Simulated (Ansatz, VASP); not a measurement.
# Two plane-wave programs on FeO

Contents of INCAR:

```
  PREC = Accurate
  ENCUT = 600
  EDIFF = 1E-6
  ISMEAR = 0
  SIGMA = 0.015
  LREAL = F
  LASPH = T
  NELM = 200
  ALGO = Normal
  ISIF = 2
  LWAVE = F
  LCHARG = F
  ISPIN = 2
  MAGMOM = 3 0
  LORBIT = 11
  LMAXMIX = 4
  GGA = PE
  NBANDS = 22
  GGA_COMPAT = F
```

The input KPOINTS:

```
regular mesh
0
Gamma
  11 11 11
```

POSCAR

```
FeO
1.0
    0.0000000000      2.1554000000      2.1554000000
    2.1554000000      0.0000000000      2.1554000000
    2.1554000000      2.1554000000      0.0000000000
Fe O
1 1
Direct
    0.0000000000      0.0000000000      0.0000000000
    0.5000000000      0.5000000000      0.5000000000
```

input.yaml

```yaml
crystal:
  lattice:
    - [0.0, 2.1554, 2.1554]
    - [2.1554, 0.0, 2.1554]
    - [2.1554, 2.1554, 0.0]
  atoms:
    - { symbol: Fe, position: [0.0, 0.0, 0.0], spin: 3.0 }
    - { symbol: O, position: [0.5, 0.5, 0.5] }
hamiltonian:
  xc: pbe
  pseudopotentials: { kind: paw }
magnetization:
  spin_polarized: true
kpoints:
  mp_grid: { grid: [11, 11, 11] }
scf:
  occupations: { method: gaussian, width: 0.015 }
output:
  forces: true
  stress: true
  eigenvalues: true
  write_density: true
  write_potential: true
  elf: true
  volumetric_format: npy
```

Alike in both runs: task single point; functional PBE; k mesh 11 × 11 × 11; occupations gaussian, width 0.015 eV; collinear spin.

|  | VASP | Ansatz |
| --- | --- | --- |
| version | VASP 6.6.1 | Ansatz 0.2.0 |
| potentials or method | VASP PAW PBE potentials, release 64 (Fe_sv, O) | Ansatz PAW |
| plane-wave cutoff (eV) | 600 | 420 |
| valence electrons in the cell | 22 | 22 |

Ansatz gave:

* gap on the k mesh at the Fermi level (eV): none
* pressure (GPa): -0.3
* net moment per atom (μB): 2.00
* size of the moment on the site where the two differ most (μB): 3.45

Estimate VASP's values.

gap on the k mesh at the Fermi level (eV): none; pressure (GPa): -2.6; net moment per atom (μB): 2.00; size of the moment on the site where the two differ most (μB): 3.48.

Site moments also hang on the region over which each program counts them. A gap of «none» marks a metal or a gap that the smearing closes.
